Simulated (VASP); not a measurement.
Input of a VASP 6.6.1 run:

INCAR

```
ALGO     = Normal         # electronic algorithm
EDIFF    = 1E-7           # SCF threshold, eV
ENCUT    = 520            # plane-wave cutoff, eV
GGA      = PE             # functional
ISIF     = 2              # what is computed and relaxed
ISMEAR   = 0              # smearing method
LASPH    = True           # aspherical terms in the spheres
LCHARG   = False          # write CHGCAR
LREAL    = False          # projectors in reciprocal space
LWAVE    = False          # write WAVECAR
NBANDS   = 28             # bands
NELM     = 80             # most SCF steps
PREC     = Accurate       # precision mode
SIGMA    = 0.01           # smearing width, eV
```

File KPOINTS:

```
k-points
0
Gamma
  4 4 4
```

Contents of POSCAR:

```
K3SBr
1.0
    5.9307078852      0.0000000000      0.0000000000
    0.0000000000      5.9307078852      0.0000000000
    0.0000000000      0.0000000000      5.9307078852
Br S K
1 1 3
Direct
    0.0000000000      0.0000000000      0.0000000000
    0.5000000000      0.5000000000      0.5000000000
    0.5000000000      0.5000000000      0.0000000000
    0.5000000000      0.0000000000      0.5000000000
    0.0000000000      0.5000000000      0.5000000000
```

Potentials or basis: VASP PAW PBE potentials, release 64 (Br, S, K_sv).

Command:

```console
$ cat potpaw_PBE.64/Br/POTCAR potpaw_PBE.64/S/POTCAR potpaw_PBE.64/K_sv/POTCAR > POTCAR
$ mpirun -np 1 vasp_std > vasp.out
```

Estimate the pressure.

0.5 GPa.

Estimate the band gap on the k mesh.

1.73 eV.
